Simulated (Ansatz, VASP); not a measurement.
# One calculation of WS2, two programs

```
CELL_PARAMETERS angstrom
1.53831 0.91561 6.23747
-1.53831 0.91561 6.23747
0.00000 -1.83122 6.23747
ATOMIC_POSITIONS crystal
W 0.00110 0.00110 0.99775
S 0.41699 0.41699 0.41892
S 0.24857 0.24857 0.24999
```

Change from the starting cell: uniaxial_x strain -3.0%.

Alike in both runs: task single point; functional PBE; k mesh 10 × 10 × 10; occupations fermi-dirac, width 0.02 eV; no spin polarisation.

|  | VASP | Ansatz |
| --- | --- | --- |
| version | VASP 6.6.1 | Ansatz 0.2.0 |
| potentials or method | VASP PAW PBE potentials, release 64 (W_sv, S) | plane waves, PAW |
| plane-wave cutoff (eV) | 520 | 420 |
| valence electrons in the cell | 26 | 26 |

VASP gave:

```
gap on the k mesh at the Fermi level (eV)                     : 1.15
pressure (GPa)                                                : 6.8
traceless stress, the component that is largest in VASP (GPa) : 4.30
rms of the force components (eV/Å)                            : 0.103
```

Task: Estimate Ansatz's values.

Result: gap on the k mesh at the Fermi level (eV): 1.13; pressure (GPa): 6.9; traceless stress, the component that is largest in VASP (GPa): 4.28; rms of the force components (eV/Å): 0.101.

Atom by atom the forces differ by 0.001 eV/Å (rms over components).

Neither program's run includes spin-orbit coupling.
